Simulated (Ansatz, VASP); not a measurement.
**Al in VASP and in Ansatz**

The input INCAR:

```
PREC = Accurate
ENCUT = 520
EDIFF = 1E-6
ISMEAR = -1
SIGMA = 0.1
LREAL = False
LASPH = True
NELM = 60
ALGO = Normal
ISIF = 2
LWAVE = False
LCHARG = False
GGA = B5
ALDAX = 1.0
AGGAX = 1.0
AGGAC = 1.0
ALDAC = 0.0
NBANDS = 12
```

Contents of KPOINTS:

```
Automatic mesh
0
Gamma
  9 9 12
```

Contents of POSCAR:

```
Al
1.0
    4.6118920914      0.0000000000      0.0000000000
   -2.3059460457      3.9940157107      0.0000000000
    0.0000000000      0.0000000000      2.8916323444
Al
3
Direct
    0.0000000000      1.0000000000      0.0000000000
    0.3333333333      0.6666666667      0.5000000000
    0.6666666667      0.3333333333      0.5000000000
```

Input for Ansatz:

```yaml
crystal:
  lattice:
    - [4.6118920914, 0.0, 0.0]
    - [-2.3059460457, 3.9940157107, 0.0]
    - [0.0, 0.0, 2.8916323444]
  atoms:
    - { symbol: Al, position: [0.0, 1.0, 0.0] }
    - { symbol: Al, position: [0.3333333333, 0.6666666667, 0.5] }
    - { symbol: Al, position: [0.6666666667, 0.3333333333, 0.5] }
hamiltonian:
  xc: blyp
  pseudopotentials:
    kind: paw
    azcp:
      Al: "pseudopotentials/Al.paw.azcp"
basis:
  ecutwfc: 420
  fft_grid_basis: typed
kpoints:
  mp_grid: { grid: [9, 9, 12], shift: [0, 0, 0] }
magnetization:
  spin_polarized: false
scf:
  occupations: { method: fermi_dirac, width: 0.1 }
  lower_state_search: "off"
output:
  stress: true
```

Alike in both runs: task single point; functional BLYP; k mesh 9 × 9 × 12; occupations fermi-dirac, width 0.1 eV; no spin polarisation.

|  | VASP | Ansatz |
| --- | --- | --- |
| version | VASP 6.6.1 | Ansatz 0.2.0 |
| potentials or method | VASP PAW PBE potentials, release 64 (Al), cutoff 520 eV | plane waves (420 eV) with PAW, scalar-relativistic |
| valence electrons in the cell | 9 | 9 |

|  | VASP | Ansatz | Ansatz less VASP |
| --- | --- | --- | --- |
| pressure (GPa) | 2.3 | 2.2 | -0.10 |
| traceless stress, the component that is largest in VASP (GPa) | -0.88 | -0.87 | +0.013 |

VASP's potentials were made for PBE, not for BLYP. With one functional, cell and mesh, what is left measures potentials, basis and numerics.
